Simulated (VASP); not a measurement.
Here is a VASP 6.6.1 calculation.

INCAR

```
PREC = Accurate
ENCUT = 520
EDIFF = 1E-6
ISMEAR = 0
SIGMA = 0.01
LREAL = F
LASPH = T
NELM = 100
ALGO = Normal
ISIF = 2
LWAVE = F
LCHARG = T
GGA = CA
LELF = T
LVHAR = T
NBANDS = 28
```

File KPOINTS:

```
Automatic mesh
0
Gamma
  5 5 4
```

File POSCAR:

```
SnO
1.0
    3.8852427300      0.0000000000      0.0000000000
    0.0000000000      3.8852427300      0.0000000000
    0.0000000000      0.0000000000      4.9512143967
Sn O
2 2
Direct
    0.5000000000      0.0000000000      0.2369000000
    0.0000000000      0.5000000000      0.7631000000
    0.0000000000      0.0000000000      0.0000000000
    0.5000000000      0.5000000000      0.0000000000
```

Potentials or basis: VASP PAW LDA potentials, release 64 (Sn_d, O).

Command:

```sh
$ cat potpaw_LDA.64/Sn_d/POTCAR potpaw_LDA.64/O/POTCAR > POTCAR
$ mpirun -np 1 vasp_std > vasp.out
```

(1) Estimate the pressure.

(2) What does it give for the band gap on the k mesh?

Results:

(1) -7.4 GPa.

(2) 0.76 eV, indirect (least direct gap 1.98 eV).

Caveat: spin-orbit coupling is left out, which moves the levels of the heavy elements.
